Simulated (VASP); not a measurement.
Input of a VASP 6.6.1 run:

INCAR

```
PREC     = Accurate       # precision mode
ENCUT    = 470            # plane-wave cutoff, eV
EDIFF    = 1E-8           # SCF threshold, eV
ISMEAR   = 0              # smearing method
SIGMA    = 0.01           # smearing width, eV
LREAL    = False          # projectors in reciprocal space
LASPH    = True           # aspherical terms in the spheres
NELM     = 120            # most SCF steps
ALGO     = Normal         # electronic algorithm
ISIF     = 2              # what is computed and relaxed
LWAVE    = False          # write WAVECAR
LCHARG   = False          # write CHGCAR
LEPSILON = True           # dielectric tensor by DFPT
GGA_COMPAT= False
```

KPOINTS

```
regular mesh
0
Gamma
  7 7 5
```

POSCAR

```
CdS
1.0
    4.2611695877      0.0000000000      0.0000000000
   -2.1305847939      3.6902811128      0.0000000000
    0.0000000000      0.0000000000      5.8041729400
Cd S
1 1
Direct
    0.0000000000      0.0000000000      0.4426919200
    0.6666666667      0.3333333333      0.4343080800
```

Potentials or basis: VASP PAW LDA potentials, release 64 (Cd_sv_GW, S).

The run is started by

```console
$ cat potpaw_LDA.64/Cd_sv_GW/POTCAR potpaw_LDA.64/S/POTCAR > POTCAR
$ mpirun -np 1 vasp_std > vasp.out
```

Predict the electronic dielectric tensor (diagonal).

6.63, 6.63, 1.86.

What does it give for the Born charges (mean of the diagonal)?

Cd +2.07; S -2.07 e.

What does it give for the band gap on the k mesh?

1.28 eV.

Electronic dielectric tensor:
```
6.63 0.00 0.00
0.00 6.63 0.00
0.00 0.00 1.86
```

A k mesh can miss the band edges.
